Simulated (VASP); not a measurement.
## Al: single point with PBE

Al:

```
CELL_PARAMETERS angstrom
2.77551 0.00000 0.00000
0.00000 2.77551 0.00000
0.00000 0.00000 2.77551
ATOMIC_POSITIONS crystal
Al 0.00000 0.00000 0.00000
```

This isn't the form of Al at room conditions, which is fcc.

```yaml
Program: VASP 6.6.1
Task: single point
Functional: PBE
Potentials_or_basis: VASP PAW PBE potentials, release 64 (Al)
Cutoff: 500 eV
k_mesh: 14 × 14 × 14
Occupations: fermi-dirac, width 0.0612256 eV
Spin: no spin polarisation
Dipole_correction: no
Further_INCAR_settings: ALGO = Normal; EDIFF = 1e-06; NBANDS = 8
```

```
Pressure               : -2.8 GPa
Band gap on the k mesh : zero (an odd number of electrons rules out a gap without spin polarisation)
```

Levels at points of the mesh, in eV from the Fermi level:
| k point | band 1 | band 2 | band 3 | band 4 | band 5 |
| --- | --- | --- | --- | --- | --- |
| (0.00, 0.00, 0.00) | -9.19 | 7.88 | 7.88 | 8.73 | 8.73 |
| (0.50, 0.00, 0.00) | -5.09 | -3.83 | 10.32 | 12.00 | 12.00 |
| (0.50, 0.50, 0.00) | -0.48 | -0.48 | -0.47 | 2.35 | 15.28 |
| (0.50, 0.50, 0.50) | 2.72 | 2.72 | 2.72 | 5.59 | 5.59 |

It took 7.2 s on 1 thread of AMD EPYC 7R13 Processor (Zen 3), on a shared host, peak memory 0.1 GiB.
